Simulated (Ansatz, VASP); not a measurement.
**Two plane-wave programs on BiTe**

```
Bi Te
1.0
     0.00000    3.19715    3.19715
     3.19715    0.00000    3.19715
     3.19715    3.19715    0.00000
Bi Te
1 1
Direct
  0.00000 0.00000 0.00000
  0.53128 0.53128 0.46872
```

Change from the starting cell: all Te atoms moved -0.200 Å, as atom 2 towards its neighbour atom 1 (Bi) at 3.197 Å.

Alike in both runs: task single point; functional PBEsol; k mesh 16 × 16 × 16; occupations gaussian, width 0.15 eV; no spin polarisation.

|  | VASP | Ansatz |
| --- | --- | --- |
| version | VASP 6.6.1 | Ansatz 0.2.0 |
| potentials or method | VASP PAW PBE potentials, release 64 (Bi_d, Te), cutoff 520 eV | scalar-relativistic, plane waves, PAW |
| valence electrons in the cell | 21 | 31 |

|  | VASP | Ansatz | Ansatz less VASP |
| --- | --- | --- | --- |
| gap on the k mesh at the Fermi level (eV) | none | none | - |
| pressure (GPa) | 0.8 | 0.8 | +0.01 |
| traceless stress, the component that is largest in VASP (GPa) | 0.74 | 0.72 | -0.013 |
| rms of the force components (eV/Å) | 0.364 | 0.360 | -0.0034 |

VASP's potentials were made for PBE, not for PBEsol. Atom by atom the forces differ by 0.003 eV/Å (rms over components). A gap of «none» marks a metal or a gap that the smearing closes. With one functional, cell and mesh, what is left measures potentials, basis and numerics. VASP's potentials hold 21 valence electrons a cell and Ansatz's 31, so a difference there can come from the potentials and not from the codes.

Spin-orbit coupling is off throughout.
